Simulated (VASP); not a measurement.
Write the native input for VASP 6.6.1 that does the following.

```
Task                   : single point
Functional             : PBE
Potentials or basis    : VASP PAW PBE potentials, release 64 (Zr_sv, S, H)
Cutoff                 : 400 eV
k mesh                 : 2 × 2 × 2, shifted
Occupations            : gaussian, width 0.02 eV
Spin                   : collinear spin
Starting moments       : [0.0, 0.0, 0.0, 0.0, 0.0, 0.0, 0.0, 0.0, 0.0, 0.0, 0.0, 0.0, 0.0, 0.0, 0.0, 0.0, 0.0, 0.0, 0.0, 0.0, 0.0, 0.0, 0.0, 0.0, 1.0] μB
Dipole correction      : no
Further INCAR settings : ALGO = Normal; EDIFF = 1e-06; NBANDS = 118
```

The structure of Zr8HS16 (a cell with a defect) lies in POSCAR:

```
Zr8HS16
1.0
   -0.0000000001     -6.3829682949      6.7579067240
   -0.0000000001     -6.3829682949     -6.7579067240
    7.3704169266      6.3829682948      0.0000000000
Zr S H
8 16 1
Direct
    0.8761207817      0.8784161990      0.2654298761
    0.5059367593      0.4979105313      1.0004426614
    0.7547708348      0.7467134066      0.5041303386
    0.3844592625      0.3699543533      0.2484174501
    0.0089579049      0.0125014182      0.0003117074
    0.6109484584      0.6132720367      0.7352155900
    0.2509439051      0.2429751491      0.4965909133
    0.1364238491      0.1219692882      0.7523014685
    0.3059799315      0.5178713173      0.4938304866
    0.9364906508      0.1406714478      0.2468490749
    0.1880953178      0.3952536293      0.7502995881
    0.8125434223      0.0243628812      0.5068797676
    0.4381175325      0.6452330059      0.2504141861
    0.0654868536      0.2778937682      0.0003873266
    0.6900218927      0.8941401521      0.7538520143
    0.5657797637      0.7709945923      0.0004212015
    0.8215065199      0.5998540132      0.2527513287
    0.4507949723      0.2224729194      1.0003496443
    0.6965026272      0.4715743696      0.5017434117
    0.3185760974      0.0960887115      0.2473655128
    0.9416076848      0.7254550603      0.0002392832
    0.5690290387      0.3474567423      0.7479675757
    0.1951275364      0.9701991079      0.4989124262
    0.0716146849      0.8491150882      0.7532793061
    0.0436761523      0.6265608719     -0.0001697229
```

This cell differs from its parent crystal: with an interstitial atom, then relaxed in part.

The input as run:

INCAR

```
SYSTEM = Zr8HS16
PREC = Accurate ; ENCUT = 400
EDIFF = 1E-6 ; ISMEAR = 0
SIGMA = 0.02 ; LREAL = .False.
LASPH = .True. ; NELM = 200
ALGO = Normal ; ISIF = 2
LWAVE = .False. ; LCHARG = .True.
ISPIN = 2 ; MAGMOM = 0 0 0 0 0 0 0 0 0 0 0 0 0 0 0 0 0 0 0 0 0 0 0 0 1
LORBIT = 11 ; LMAXMIX = 4
GGA = PE ; LVHAR = .True.
NBANDS = 118 ; GGA_COMPAT = .False.
KPAR = 2 ; NCORE = 2
```

KPOINTS

```
Automatic mesh
0
Gamma
  2 2 2
  0.5 0.5 0.5
```

Potentials or basis: VASP PAW PBE potentials, release 64 (Zr_sv, S, H).

Command:

```sh
$ cat potpaw_PBE.64/Zr_sv/POTCAR potpaw_PBE.64/S/POTCAR potpaw_PBE.64/H/POTCAR > POTCAR
$ mpirun -np 4 vasp_std > vasp.out
```

It gave:

```json
{
  "Pressure": "-0.1 GPa",
  "Largest force": "0.055 eV/Å",
  "Net moment": "0.50 μB per cell",
  "Site moments": "Zr +0.04, +0.03 (each value once); S +0.00, -0.00 (each value once); H +0.00 μB",
  "Valence electrons inside the program's atomic spheres": "Zr 9.65, 9.62, 9.63 (each value once); S 3.75, 3.76, 3.80 (each value once); H 0.57"
}
```

Caveat: the k points lie up to 0.40 Å⁻¹ apart; the cell differs from its parent crystal (with an interstitial atom, then relaxed in part).

Wall time 2.9 min on 4 MPI ranks on Oxide Virtual Turin-like Processor, on a shared host, peak memory 0.52 GiB a rank.
